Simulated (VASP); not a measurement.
**Be: single point with PBE**

Be:

```
Be
1.0
    -1.46705    1.46705    0.80711
     1.46705   -1.46705    0.80711
     1.46705    1.46705   -0.80711
Be
2
Direct
  0.62500 0.87500 0.75000
  0.37500 0.12500 0.25000
```

```json
{
 "Program": "VASP 6.6.1",
 "Task": "single point",
 "Functional": "PBE",
 "Potentials or basis": "VASP PAW PBE potentials, release 64 (Be)",
 "Cutoff": "520 eV",
 "k mesh": "27 × 27 × 27",
 "Occupations": "fermi-dirac, width 0.08 eV",
 "Spin": "no spin polarisation"
}
```

```yaml
Pressure: 423.9 GPa
Band_gap_on_the_k_mesh: zero (bands 2 and 3 overlap by 11.68 eV)
```

Stress tensor (GPa, compression positive):
```
424.19   0.00   0.00
  0.00 424.19   0.00
  0.00   0.00 423.35
```

Levels at points of the mesh, in eV from the Fermi level:
```tsv
k point	band 1	band 2	band 3	band 4	band 5	band 6
(0.00, 0.00, 0.00)	-17.25	1.12	1.12	9.55	22.67	30.69
```

Wall time 93 s on 1 thread of Intel(R) Xeon(R) Platinum 8259CL CPU @ 2.50GHz (Skylake/Cascade Lake), with other jobs on the host, peak memory 0.19 GiB.

Caveat: the cell stands under pressure.
